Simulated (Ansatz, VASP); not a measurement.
**Two plane-wave programs on Ca**

```
Ca
1.0
     0.00000    4.30210    4.30210
     4.30210    0.00000    4.30210
     4.30210    4.30210    0.00000
Ca
2
Direct
  0.00000 0.00000 0.00000
  0.25000 0.25000 0.25000
```

Alike in both runs: functional PBE; k mesh 11 × 11 × 11; occupations fermi-dirac, width 0.05 eV; no spin polarisation.

Ansatz relaxed the structure, and its values are those at the end. VASP's run is a single point on that final structure, the one shown.

```csv
,VASP,Ansatz
version,VASP 6.6.1,Ansatz 0.2.0
potentials or method,"VASP PAW PBE potentials, release 64 (Ca_sv)","PAW with Ansatz's default frozen-core files, scalar-relativistic"
plane-wave cutoff (eV),520,420
valence electrons in the cell,20,20
```

|  | VASP | Ansatz | Ansatz less VASP |
| --- | --- | --- | --- |
| pressure (GPa) | 0.0 | 0.0 | 0.00 |

The functional is the same, so the differences come from potentials, cutoffs and numerics.
